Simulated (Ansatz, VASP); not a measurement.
# Si7Ge in VASP and in Ansatz

```xyz
8
Lattice="5.2888 0.0000 0.0000 0.0000 5.2888 0.0000 0.0000 0.0000 5.5056" Properties=species:S:1:pos:R:3 pbc="T T T"
Si    1.3359    1.3359    1.3907
Si    0.0000    2.6444    2.7528
Si    2.6444    2.6444    0.0000
Si    2.6444    0.0000    2.7528
Si    3.9529    1.3359    4.1149
Si    3.9529    3.9529    1.3907
Si    1.3359    3.9529    4.1149
Ge    0.0000    0.0000    0.0000
```

Alike in both runs: task single point; functional PBEsol; k mesh 8 × 8 × 8; occupations gaussian, width 0.03 eV; no spin polarisation.

|  | VASP | Ansatz |
| --- | --- | --- |
| version | VASP 6.6.1 | Ansatz 0.2.0 |
| potentials or method | VASP PAW PBE potentials, release 64 (Si, Ge_d), cutoff 520 eV | scalar-relativistic, plane waves, PAW |
| valence electrons in the cell | 42 | 42 |

Ansatz gave:

| Property | Result |
| --- | --- |
| gap on the k mesh at the Fermi level (eV) | 0.04 |
| least direct gap on the mesh (eV) | 0.04 |
| pressure (GPa) | 5.5 |
| traceless stress, the component that is largest in VASP (GPa) | -2.63 |
| rms of the force components (eV/Å) | 0.007 |

Q: Which values does VASP return?

A: gap on the k mesh at the Fermi level (eV): 0.03; least direct gap on the mesh (eV): 0.03; pressure (GPa): 5.6; traceless stress, the component that is largest in VASP (GPa): -2.63; rms of the force components (eV/Å): 0.008.

VASP's potentials were made for PBE, not for PBEsol, and Ansatz warns of the same on its side. Atom by atom the forces differ by 0.004 eV/Å (rms over components).
